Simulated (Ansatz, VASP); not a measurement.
# One calculation of Sn, two programs

POSCAR

```
Sn
1.0
    0.0000000000      3.3846358024      3.3846358024
    3.3846358024      0.0000000000      3.3846358024
    3.3846358024      3.3846358024      0.0000000000
Sn
2
Direct
    0.0000000000      0.0000000000      0.0000000000
    0.2500000000      0.2500000000      0.2500000000
```

File INCAR.step1:

```
SYSTEM = Sn
  PREC = Accurate
  ENCUT = 520
  ISMEAR = -1
  SIGMA = 0.02
  LREAL = .FALSE.
  LASPH = .TRUE.
  NELM = 60
  NBANDS = 21
  GGA = PE
  ALGO = Normal
  EDIFF = 1E-4
  LWAVE = .TRUE.
  LCHARG = .FALSE.
```

INCAR.step2

```
SYSTEM = Sn
  PREC = Accurate
  ENCUT = 520
  EDIFF = 1E-6
  ISMEAR = -1
  SIGMA = 0.02
  LREAL = .FALSE.
  LASPH = .TRUE.
  NELM = 60
  ALGO = Normal
  ISIF = 2
  LWAVE = .FALSE.
  LCHARG = .FALSE.
  METAGGA = R2SCAN
  LMIXTAU = .TRUE.
  NBANDS = 21
  ISTART = 1
```

The input KPOINTS:

```
regular mesh
0
G
  6 6 6
  0 0 0
```

Input for Ansatz:

```yaml
crystal:
  lattice:
    - [0.0, 3.3846358024, 3.3846358024]
    - [3.3846358024, 0.0, 3.3846358024]
    - [3.3846358024, 3.3846358024, 0.0]
  atoms:
    - { symbol: Sn, position: [0.0, 0.0, 0.0] }
    - { symbol: Sn, position: [0.25, 0.25, 0.25] }
kpoints:
  mp_grid: { grid: [6, 6, 6] }
  band_path:
    path:
      - [0.0, 0.0, 0.0]
      - [0.5, 0.0, 0.5]
      - [0.625, 0.25, 0.625]
      - [0.375, 0.375, 0.75]
      - [0.5, 0.5, 0.5]
      - [0.5, 0.25, 0.75]
    npoints: 1
hamiltonian:
  xc: r2scan
scf:
  occupations: { method: fermi_dirac, width: 0.02 }
  n_extra_bands: 4
output:
  forces: true
  stress: true
  eigenvalues: true
```

Change from the starting cell: hydrostatic strain +3.0%.

Alike in both runs: task single point; functional r2SCAN; k mesh 6 × 6 × 6; occupations fermi-dirac, width 0.02 eV; no spin polarisation.

```csv
,VASP,Ansatz
version,VASP 6.6.1,Ansatz 0.2.0
potentials or method,"VASP PAW PBE potentials, release 64 (Sn_d)","plane waves, PAW"
plane-wave cutoff (eV),520,500
valence electrons in the cell,28,28
```

```csv
,VASP,Ansatz,Ansatz less VASP
pressure (GPa),-3.1,-3.1,+0.05
```

VASP's potentials were made for PBE, not for r2SCAN. With one functional, cell and mesh, what is left measures potentials, basis and numerics.
